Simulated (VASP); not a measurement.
Write the native input for VASP 6.6.1 that does the following.

```
Task                   : single point
Functional             : r2SCAN
Potentials or basis    : VASP PAW PBE potentials, release 64 (In_d)
Cutoff                 : 550 eV
k mesh                 : 12 × 12 × 6
Occupations            : gaussian, width 0.05 eV
Spin                   : no spin polarisation
Dipole correction      : no
Further INCAR settings : ALGO = Normal; EDIFF = 1e-06; NBANDS = 20
```

Crystal: In.

```xyz
2
Lattice="3.3355 0.0000 0.0000 -1.6677 2.8886 0.0000 0.0000 0.0000 5.5091" Properties=species:S:1:pos:R:3 pbc="T T T"
In    0.0000    1.9257    1.3773
In    1.6677    0.9629    4.1319
```

This isn't the form of In at room conditions, which is tetragonal.

One way to write it, as run:

POSCAR

```
In
1.0
    3.3354847820      0.0000000000      0.0000000000
   -1.6677423910      2.8886145552      0.0000000000
    0.0000000000      0.0000000000      5.5091429200
In
2
Direct
    0.3333333300      0.6666666700      0.2500000000
    0.6666666700      0.3333333300      0.7500000000
```

INCAR.step1

```
PREC = Accurate ; ENCUT = 550
ISMEAR = 0 ; SIGMA = 0.05
LREAL = False ; LASPH = True
NELM = 120 ; NBANDS = 20
GGA = PE ; ALGO = Normal
EDIFF = 1E-5 ; LWAVE = True
LCHARG = False ; GGA_COMPAT = False
```

INCAR.step2

```
PREC = Accurate ; ENCUT = 550
EDIFF = 1E-6 ; ISMEAR = 0
SIGMA = 0.05 ; LREAL = False
LASPH = True ; NELM = 120
ALGO = Normal ; ISIF = 2
LWAVE = False ; LCHARG = False
METAGGA = R2SCAN ; LMIXTAU = True
NBANDS = 20 ; ISTART = 1
GGA_COMPAT = False
```

KPOINTS

```
Automatic mesh
0
Gamma
  12 12 6
```

Potentials or basis: VASP PAW PBE potentials, release 64 (In_d).

Launch:

```console
$ cat potpaw_PBE.64/In_d/POTCAR > POTCAR
$ cp INCAR.step1 INCAR
$ mpirun -np 1 vasp_std > vasp.out
$ cp INCAR.step2 INCAR
$ mpirun -np 1 vasp_std > vasp.out
```

It gave:

```
Pressure               : -0.2 GPa
Band gap on the k mesh : zero (bands 13 and 14 overlap by 6.52 eV)
```

Caveat: the PAW data sets were made with another functional, which shifts forces and pressure a little; spin-orbit coupling is left out, which moves the levels of the heavy elements.

Run time: 7.2 min on 1 thread of Intel Xeon 8259CL (shared host), peak memory 0.23 GiB.
